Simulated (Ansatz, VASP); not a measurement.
**Two plane-wave programs on BAs**

File POSCAR:

```
BAs
1.0
    0.0000000000      2.3918698983      2.3918698983
    2.3918698983      0.0000000000      2.3918698983
    2.3918698983      2.3918698983      0.0000000000
B As
1 1
Direct
    0.0000000000      0.0000000000      0.0000000000
    0.2500000000      0.2500000000      0.2500000000
```

INCAR.step1

```
SYSTEM = BAs
  PREC = Accurate
  ENCUT = 520
  EDIFF = 1E-5
  ISMEAR = 0
  SIGMA = 0.01
  LREAL = .FALSE.
  LASPH = .TRUE.
  NELM = 80
  ALGO = Normal
  ISIF = 2
  LWAVE = .TRUE.
  LCHARG = .FALSE.
  NBANDS = 11
  GGA = PE
```

Contents of INCAR.step2:

```
SYSTEM = BAs
  PREC = Accurate
  ENCUT = 520
  EDIFF = 1E-7
  ISMEAR = 0
  SIGMA = 0.01
  LREAL = .FALSE.
  LASPH = .TRUE.
  NELM = 80
  ALGO = Normal
  ISIF = 2
  LWAVE = .FALSE.
  LCHARG = .FALSE.
  GGA = PE
  LHFCALC = .TRUE.
  AEXX = 0.25
  PRECFOCK = Normal
  NBANDS = 11
  ISTART = 1
```

The input KPOINTS:

```
Automatic mesh
0
G
  6 6 6
  0 0 0
```

Input for Ansatz:

```yaml
crystal:
  lattice:
    - [0.0, 2.3918698983, 2.3918698983]
    - [2.3918698983, 0.0, 2.3918698983]
    - [2.3918698983, 2.3918698983, 0.0]
  atoms:
    - { symbol: B, position: [0.0, 0.0, 0.0] }
    - { symbol: As, position: [0.25, 0.25, 0.25] }
kpoints:
  mp_grid: { grid: [6, 6, 6] }
  band_path:
    path:
      - [0.0, 0.0, 0.0]
      - [-0.5, -0.5, 0.0]
      - [-0.375, -0.375, 0.25]
      - [-0.375, 0.0, 0.375]
      - [0.0, 0.0, 0.5]
      - [-0.5, -0.25, 0.25]
      - [0.0, 0.4, 0.4]
    npoints: 1
hamiltonian:
  xc: pbe0
scf:
  occupations: { method: fixed }
  n_extra_bands: 4
output:
  forces: true
  stress: true
  eigenvalues: true
```

Alike in both runs: task single point; functional PBE0; k mesh 6 × 6 × 6; no spin polarisation.

|  | VASP | Ansatz |
| --- | --- | --- |
| version | VASP 6.6.1 | Ansatz 0.2.0 |
| potentials or method | VASP PAW PBE potentials, release 64 (B, As) | plane waves, PAW |
| plane-wave cutoff (eV) | 520 | 420 |
| occupations | gaussian, width 0.01 eV | fixed |
| valence electrons in the cell | 8 | 18 |

```csv
,VASP,Ansatz,Ansatz less VASP
gap on the k mesh at the Fermi level (eV),2.65,2.62,-0.035
pressure (GPa),-1.3,-1.2,+0.15
```

VASP's potentials hold 8 valence electrons a cell and Ansatz's 18, so a difference there can come from the potentials and not from the codes. Ansatz's warnings: stress exchange threshold loose, stress scf threshold loose.
